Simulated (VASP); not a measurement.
# Ga (I4_1/amd) in VASP: notebook

The runs below take Ga through relaxation of cell and atoms, single point, with PBEsol.

Everything below comes from runs of VASP 6.6.1. Logs are shortened: lines on timing, memory, paths and dates and some standing lists are left out, and cuts for length are marked.

### 1 The cell of the first run

It takes space group I4_1/amd (No. 141, tetragonal). The conventional cell has a = 4.409 Å, b = 4.409 Å, c = 2.300 Å, α = 90.00°, β = 90.00°, γ = 90.00°. Within 3.0 Å of Ga (site symmetry -4m2) lie 10 Ga at 2.28 to 2.80 Å.

### 2 Relaxation of cell and atoms, PBEsol, target pressure 100 GPa, at which the enthalpy is minimised

INCAR reads:

```
SYSTEM = Ga
PREC = Accurate
ENCUT = 600
EDIFF = 1E-7
ISMEAR = -1
SIGMA = 0.08
LREAL = .False.
LASPH = .True.
NELM = 80
ALGO = Normal
ISIF = 3
LWAVE = .False.
LCHARG = .False.
GGA = PS
IBRION = 2
NSW = 32
EDIFFG = -0.005
PSTRESS = 1000.0
```

KPOINTS reads:

```
regular mesh
0
Gamma
  18 18 18
  0 0 0
```

POSCAR reads:

```
Ga
1.0
   -2.2044750510      2.2044750510      1.1500798172
    2.2044750510     -2.2044750510      1.1500798172
    2.2044750510      2.2044750510     -1.1500798172
Ga
2
Direct
   -0.3750000000     -0.1250000000     -0.2500000000
    0.3750000000      0.1250000000      0.2500000000
```

Potentials or basis: VASP PAW PBE potentials, release 64 (Ga_d).

Started as:

```
$ cat potpaw_PBE.64/Ga_d/POTCAR > POTCAR
$ mpirun -np 1 vasp_std > vasp.out
```

OUTCAR:

```text
SYSTEM = Ga
   PREC = Accurate
   ENCUT = 600
   EDIFF = 1E-7
   ISMEAR = -1
   LREAL = .False.
   LASPH = .True.
   NELM = 80
   ISIF = 3
   GGA = PS
   IBRION = 2
   NSW = 32
   EDIFFG = -0.005
   PSTRESS = 1000.0

 ion  position               nearest neighbor table
   1  0.625  0.875  0.750-   2 2.28   2 2.28   2 2.28   2 2.28   2 2.80   2 2.80   2 2.80   2 2.80

   2  0.375  0.125  0.250-   1 2.28   1 2.28   1 2.28   1 2.28   1 2.80   1 2.80   1 2.80   1 2.80

  LATTYP: Found a body centered tetragonal cell.
 ALAT       =     4.4089501020
 C/A-ratio  =     0.5217023512

  Lattice vectors:

 A1 = (  -2.2044750510,   2.2044750510,   1.1500798172)
 A2 = (   2.2044750510,  -2.2044750510,   1.1500798172)
 A3 = (   2.2044750510,   2.2044750510,  -1.1500798172)

Analysis of symmetry for initial positions (statically):
=====================================================================
 Subroutine PRICEL returns:
 Original cell was already a primitive cell.

 Routine SETGRP: Setting up the symmetry group for a
 body centered tetragonal supercell.

 Subroutine GETGRP returns: Found 16 space group operations
 (whereof  4 operations were pure point group operations)
 out of a pool of 16 trial point group operations.

The static configuration has the point symmetry C_2h.
 The point group associated with its full space group is D_4h.

Analysis of symmetry for dynamics (positions and initial velocities):
=====================================================================
 Subroutine PRICEL returns:
 Original cell was already a primitive cell.

 Routine SETGRP: Setting up the symmetry group for a
 body centered tetragonal supercell.

 Subroutine GETGRP returns: Found 16 space group operations
 (whereof  4 operations were pure point group operations)
 out of a pool of 16 trial point group operations.

The dynamic configuration has the point symmetry C_2h.
 The point group associated with its full space group is D_4h.

 Subroutine INISYM returns: Found 16 space group operations
 (whereof  4 operations are pure point group operations),
 and found     1 'primitive' translations

----------------------------------------------------------------------------------------

                                     Primitive cell

  volume of cell :      22.3562

  direct lattice vectors                    reciprocal lattice vectors
    -2.204475051  2.204475051  1.150079817     0.000000000  0.226811367  0.434752434
     2.204475051 -2.204475051  1.150079817     0.226811367  0.000000000  0.434752434
     2.204475051  2.204475051 -1.150079817     0.226811367  0.226811367  0.000000000

  length of vectors
     3.322966158  3.322966158  3.322966158     0.490360149  0.490360149  0.320759711

  position of ions in fractional coordinates (direct lattice)
     0.625000000  0.875000000  0.750000000
     0.375000000  0.125000000  0.250000000

  ion indices of the primitive-cell ions
   primitive index   ion index
                 1           1
                 2           2

----------------------------------------------------------------------------------------

 KPOINTS: regular mesh

Automatic generation of k-mesh.
 Grid dimensions read from file:
 generate k-points for:   18   18   18

 Generating k-lattice:

  Cartesian coordinates                     Fractional coordinates (reciprocal lattice)
     0.000000000  0.012600632  0.024152913     0.055555556 -0.000000000  0.000000000
     0.012600632  0.000000000  0.024152913    -0.000000000  0.055555556  0.000000000
     0.012600632  0.012600632  0.000000000     0.000000000  0.000000000  0.055555556

  Length of vectors
     0.027242230  0.027242230  0.017819984

  Shift w.r.t. Gamma in fractional coordinates (k-lattice)
     0.000000000  0.000000000  0.000000000

 Subroutine IBZKPT returns following result:
 ===========================================

 Found    480 irreducible k-points:

 Following reciprocal coordinates:
            Coordinates               Weight
  0.000000  0.000000  0.000000      1.000000
  0.055556  0.000000 -0.000000      8.000000
  0.111111  0.000000 -0.000000      8.000000
  0.166667  0.000000  0.000000      8.000000
  0.222222  0.000000  0.000000      8.000000
  0.277778  0.000000 -0.000000      8.000000
[... 16 lines left out ...]
 -0.277778  0.055556  0.000000     16.000000
 -0.222222  0.055556 -0.000000     16.000000
 [... further k-points ...]
   k-points           NKPTS =    480   k-points in BZ     NKDIM =    480   number of bands    NBANDS=     17
   number of dos      NEDOS =    301   number of ions     NIONS =      2
   total plane-waves  NPLWV =  21952
   dimension x,y,z NGX =    28 NGY =   28 NGZ =   28
   dimension x,y,z NGXF=    56 NGYF=   56 NGZF=   56
   ions per type =               2
   NGX,Y,Z   is equivalent  to a cutoff of  14.01, 14.01, 14.01 a.u.
   NGXF,Y,Z  is equivalent  to a cutoff of  28.02, 28.02, 28.02 a.u.
 SYSTEM =  Ga
   PREC   = accura    normal or accurate (medium, high low for compatibility)
   ISTART =      0    job   : 0-new  1-cont  2-samecut
   ICHARG =      2    charge: 1-file 2-atom 10-const
   ISPIN  =      1    spin polarized calculation?
   LNONCOLLINEAR =      F non collinear calculations
   LSORBIT =      F    spin-orbit coupling
   LASPH  =      T    aspherical Exc in radial PAW
   ENCUT  =  600.0 eV  44.10 Ry    6.64 a.u.   6.64  6.64  6.64*2*pi/ulx,y,z
   NELM   =     80;   NELMIN=  2; NELMDL= -5     # of ELM steps
   EDIFF  = 0.1E-06   stopping-criterion for ELM
   LREAL  =      F    real-space projection
   EDIFFG = -.5E-02   stopping-criterion for IOM
   NSW    =     32    number of steps for IOM
   IBRION =      2    ionic relax: 0-MD 1-quasi-New 2-CG
   NFREE  =      1    steps in history (QN), initial steepest desc. (CG)
   ISIF   =      3    stress and relaxation
   ISYM   =      2    0-nonsym 1-usesym 2-fastsym
   POTIM  = 0.5000    time-step for ionic-motion
   TEBEG  =    0.0;   TEEND  =   0.0 temperature during run
   PSTRESS= 1000.0 pullay stress
   NELECT =      26.0000    total number of electrons
   NUPDOWN=      -1.0000    fix difference up-down
   EMIN   =  10.00;   EMAX   =-10.00  energy-range for DOS
   EFERMI =   0.00;   METHOD = LEGACY
   ISMEAR =    -1;   SIGMA  =   0.08  broadening in eV -4-tet -1-fermi 0-gaus
   EFERMI_NEDOS =   21; number of points for ismear=-14 and -15
   IALGO  =     38    algorithm
   IMIX   =      4    mixing-type and parameters
     AMIX     =   0.40;   BMIX     =  1.00
     AMIX_MAG =   1.60;   BMIX_MAG =  1.00
  volume/ion in A,a.u.               =      11.18        75.43
  Fermi-wavevector in a.u.,A,eV,Ry     =   1.721604  3.253359 40.326566  2.963919
  Thomas-Fermi vector in A             =   2.797825
   LORBIT       =      0    0 simple, 1 ext, 2 COOP (PROOUT), +10 PAW based schemes
   GGA     = PS    functional components
   LHFCALC =     F    Hartree Fock is set to
   AEXX    =    0.0000 exact exchange contribution
   IVDW    =     0    specifies the selected vdW correction
   LEPSILON=     F    determine dielectric tensor
   LRPA    =     F    only Hartree local field effects (RPA)
 conjugate gradient relaxation of ions
 non-spin polarized calculation
  energy-cutoff  :      600.00
  volume of cell :       22.36
 maximum number of plane-waves:       766
   NGX = 13   NGY = 13   NGZ = 13

--------------------------------------- Ionic step        1  -------------------------------------------

 number of electron      26.0000003 magnetization

 Free energy of the ion-electron system (eV)
  ---------------------------------------------------
  ext. energy  EPLUGINS =         0.00000000
  ---------------------------------------------------
  free energy    TOTEN  =        -3.78147423 eV

  energy without entropy =       -3.76795165  energy(sigma->0) =       -3.77471294

------------------------ aborting loop because EDIFF is reached ----------------------------------------

  FORCE on cell =-STRESS in cart. coord.  units (eV):
  Direction    XX          YY          ZZ          XY          YZ          ZX
  --------------------------------------------------------------------------------------
  -------------------------------------------------------------------------------------
  Total       14.0249675     14.0249675     14.0283683     -0.0000000      0.0000000      0.0000000
  in kB     1005.1111635   1005.1111635   1005.3548832     -0.0000000      0.0000000      0.0000000
  external PRESSURE =       5.1924034 kB  Pullay stress =    1000.0000000 kB

 VOLUME and BASIS-vectors are now :
 -----------------------------------------------------------------------------
  energy-cutoff  :      600.00
  volume of cell :       22.36
      direct lattice vectors                 reciprocal lattice vectors
    -2.204475051  2.204475051  1.150079817     0.000000000  0.226811367  0.434752434
     2.204475051 -2.204475051  1.150079817     0.226811367  0.000000000  0.434752434
     2.204475051  2.204475051 -1.150079817     0.226811367  0.226811367  0.000000000
[... 46 lines left out ...]
  FREE ENERGIE OF THE ION-ELECTRON SYSTEM (eV)
  ---------------------------------------------------
  free  energy   TOTEN  =        -3.8542954742 eV

  energy  without entropy=       -3.8407597306  energy(sigma->0) =       -3.84752760

  enthalpy is  TOTEN    =        10.1726393293 eV   P V=       14.0269348034

--------------------------------------- Ionic step        3  -------------------------------------------

 number of electron      26.0000004 magnetization

 Free energy of the ion-electron system (eV)
  ---------------------------------------------------
  ext. energy  EPLUGINS =         0.00000000
  ---------------------------------------------------
  free energy    TOTEN  =        -3.79792694 eV

  energy without entropy =       -3.78440145  energy(sigma->0) =       -3.79116420

 E-fermi :  11.4032     XC(G=0): -14.0312

 val. band max:       11.4011074983   @ k =  -0.2222   0.5000   0.2222
 cond. band min:      11.4065991151   @ k =  -0.3333   0.3889   0.0556
 fundamental gap:      0.0054916167
 Fermi energy:        11.4031610061

 k-point     1 :       0.0000    0.0000    0.0000
  band No.  band energies     occupation
      1      -5.2297      2.00000
      2      -5.1775      2.00000
      3      -5.0342      2.00000
      4      -5.0102      2.00000
      5      -4.4718      2.00000
      6      -3.9678      2.00000
[... 9 lines left out ...]
     16      25.5956      0.00000
     17      25.5956      0.00000
[... 441 lines left out ...]
 k-point    24 :      -0.2222    0.0556   -0.0000
  band No.  band energies     occupation
      1      -5.1400      2.00000
      2      -4.9907      2.00000
      3      -4.8115      2.00000
      4      -4.7061      2.00000
      5      -4.2478      2.00000
      6      -4.1841      2.00000
[... 9 lines left out ...]
     16      21.5442      0.00000
     17      21.6222      0.00000

 [... further k-points ...]
[... 5 lines left out ...]
  --------------------------------------------------------------------------------------
  -------------------------------------------------------------------------------------
  Total       13.9690003     13.9690003     13.9705764     -0.0000000     -0.0000000      0.0000000
  in kB      999.9241529    999.9241529   1000.0369762     -0.0000000     -0.0000000      0.0000000
  external PRESSURE =      -0.0382393 kB  Pullay stress =    1000.0000000 kB

 VOLUME and BASIS-vectors are now :
 -----------------------------------------------------------------------------
  energy-cutoff  :      600.00
  volume of cell :       22.38
      direct lattice vectors                 reciprocal lattice vectors
    -2.205325468  2.205325468  1.150544637     0.000000000  0.226723904  0.434576794
     2.205325468 -2.205325468  1.150544637     0.226723904  0.000000000  0.434576794
     2.205325468  2.205325468 -1.150544637     0.226723904  0.226723904  0.000000000

 POSITION                                       TOTAL-FORCE (eV/Angst)
 -----------------------------------------------------------------------------------
      2.20533      1.10266      0.86291        -0.000000      0.000000      0.000000
      0.00000      1.10266      0.28764         0.000000     -0.000000     -0.000000
 -----------------------------------------------------------------------------------
    total drift:                                0.000000      0.000000     -0.000000

  FREE ENERGIE OF THE ION-ELECTRON SYSTEM (eV)
  ---------------------------------------------------
  free  energy   TOTEN  =        -3.7979269449 eV

  energy  without entropy=       -3.7844014466  energy(sigma->0) =       -3.79116420

  enthalpy is  TOTEN    =        10.1721329274 eV   P V=       13.9700598723

 reached required accuracy - stopping structural energy minimisation
```

Wall time 3.2 min (1 thread of Intel Xeon 6975P-C (Granite Rapids), shared host); peak memory 0.32 GiB.

What came out:

- Free energy: -3.7979 eV
- Relaxed volume: 11.19 Å³/atom
- Relaxed cell: a = 3.324 Å, b = 3.324 Å, c = 3.324 Å, α = 96.88°, β = 96.88°, γ = 139.50°
- Space group after relaxing (to 0.1 Å): I4_1/amd (No. 141)
- Energy change on relaxing (the run minimises the enthalpy): -8.2 meV/atom
- Ionic steps: 3
- Pressure after relaxing: 100.0 GPa
- Band gap on the k mesh: zero (bands 13 and 14 overlap by 11.33 eV)

Step by step:
```
step  energy change (eV)  largest force (eV/Å)  pressure (GPa)  volume (Å³)
   1              0.0000                0.0000          100.52        22.36
   2             -0.0728                0.0000           98.22        22.47
   3             -0.0165                0.0000          100.00        22.38
```

Final structure:
```cif
data_structure
_symmetry_space_group_name_H-M 'P 1'
_symmetry_Int_Tables_number 1
_cell_length_a 3.3243
_cell_length_b 3.3243
_cell_length_c 3.3243
_cell_angle_alpha 96.880
_cell_angle_beta 96.880
_cell_angle_gamma 139.501
_cell_volume 22.38
loop_
_atom_site_label
_atom_site_type_symbol
_atom_site_fract_x
_atom_site_fract_y
_atom_site_fract_z
_atom_site_occupancy
Ga1 Ga 0.62500 0.87500 0.75000 1
Ga2 Ga 0.37500 0.12500 0.25000 1
```

Levels at points of the mesh, in eV from the Fermi level:
```
           k point  band 10  band 11  band 12  band 13  band 14  band 15  band 16  band 17
(0.00, 0.00, 0.00)   -15.09   -14.79    -1.46    -1.46     2.07     4.32    14.19    14.19
(0.50, 0.00, 0.00)   -14.92    -6.67    -5.32    -0.20     0.83     2.91     4.49     8.85
(0.50, 0.50, 0.00)   -15.20   -11.61   -11.61     3.45     3.45     6.17     6.17    15.57
(0.50, 0.50, 0.50)   -15.32    -7.69    -7.69    -6.88    -6.88    13.59    13.59    21.33
```

Caveat: the cell is relaxed towards a set pressure, so the run minimises the enthalpy, not the energy; the PAW data sets were made with another functional, which shifts forces and pressure a little.

### 3 Single point, PBEsol

INCAR reads:

```
SYSTEM = Ga
PREC = Accurate
ENCUT = 520
EDIFF = 1E-7
ISMEAR = -1
SIGMA = 0.08
LREAL = .False.
LASPH = .True.
NELM = 60
ALGO = Normal
ISIF = 2
LWAVE = .False.
LCHARG = .False.
GGA = PS
NBANDS = 20
```

KPOINTS reads:

```
Automatic mesh
0
Gamma
  18 18 18
  0 0 0
```

POSCAR is that of step 2.

Potentials or basis: VASP PAW PBE potentials, release 64 (Ga_d).

Started as:

```
$ cat potpaw_PBE.64/Ga_d/POTCAR > POTCAR
$ mpirun -np 1 vasp_std > vasp.out
```

It took 2.3 min on 1 thread of Intel Xeon 6975P-C (Granite Rapids), shared host; peak memory 0.29 GiB.

Results (log left out):

| Quantity | Value |
| --- | --- |
| Free energy | -3.7815 eV |
| Pressure | 100.6 GPa |
| Band gap on the k mesh | zero (bands 13 and 14 overlap by 11.34 eV) |

Levels at points of the mesh, in eV from the Fermi level:
| k point | band 10 | band 11 | band 12 | band 13 | band 14 | band 15 | band 16 | band 17 |
| --- | --- | --- | --- | --- | --- | --- | --- | --- |
| (0.00, 0.00, 0.00) | -15.09 | -14.79 | -1.47 | -1.47 | 2.08 | 4.32 | 14.20 | 14.20 |
| (0.50, 0.00, 0.00) | -14.92 | -6.67 | -5.33 | -0.20 | 0.83 | 2.91 | 4.49 | 8.85 |
| (0.50, 0.50, 0.00) | -15.20 | -11.62 | -11.62 | 3.46 | 3.46 | 6.18 | 6.18 | 15.59 |
| (0.50, 0.50, 0.50) | -15.32 | -7.70 | -7.70 | -6.88 | -6.88 | 13.60 | 13.60 | 21.35 |

Caveat: the cell stands under pressure; the PAW data sets were made with another functional, which shifts forces and pressure a little.

### 4 Single point, PBEsol

INCAR reads:

```
SYSTEM = Ga
ALGO     = Normal         ! electronic algorithm
EDIFF    = 1E-6           ! SCF threshold, eV
ENCUT    = 520            ! plane-wave cutoff, eV
GGA      = PS             ! functional
ISIF     = 2              ! what is computed and relaxed
ISMEAR   = -1             ! smearing method
LASPH    = .True.         ! aspherical terms in the spheres
LCHARG   = .False.        ! write CHGCAR
LREAL    = .False.        ! projectors in reciprocal space
LWAVE    = .False.        ! write WAVECAR
NBANDS   = 20             ! bands
NELM     = 60             ! most SCF steps
PREC     = Accurate       ! precision mode
SIGMA    = 0.08           ! smearing width, eV
```

KPOINTS reads:

```
k-points
0
Gamma
  18 18 18
  0 0 0
```

POSCAR reads:

```
Ga
1.0
   -2.2047694650      2.2047694650      1.1502205574
    2.2047694650     -2.2047694650      1.1502205574
    2.2047694650      2.2047694650     -1.1502205574
Ga
2
Direct
   -0.3750000000     -0.1250000000     -0.2500000000
    0.3750000000      0.1250000000      0.2500000000
```

Started as:

```
$ cat potpaw_PBE.64/Ga_d/POTCAR > POTCAR
$ mpirun -np 1 vasp_std > vasp.out
```

It took 2.1 min on 1 thread of Intel Xeon 6975P-C (Granite Rapids), shared host; peak memory 0.29 GiB.

It converged, with:

- Free energy: -3.7870 eV
- Pressure: 100.8 GPa
- Band gap on the k mesh: zero (bands 13 and 14 overlap by 11.34 eV)

Levels at points of the mesh, in eV from the Fermi level:
```csv
k point,band 10,band 11,band 12,band 13,band 14,band 15,band 16,band 17
"(0.00, 0.00, 0.00)",-15.09,-14.79,-1.47,-1.47,2.07,4.32,14.20,14.20
"(0.50, 0.00, 0.00)",-14.92,-6.67,-5.33,-0.20,0.83,2.91,4.49,8.85
"(0.50, 0.50, 0.00)",-15.20,-11.62,-11.62,3.45,3.45,6.18,6.18,15.58
"(0.50, 0.50, 0.50)",-15.32,-7.69,-7.69,-6.88,-6.88,13.60,13.60,21.34
```

Caveat: the cell stands under pressure; the PAW data sets were made with another functional, which shifts forces and pressure a little.
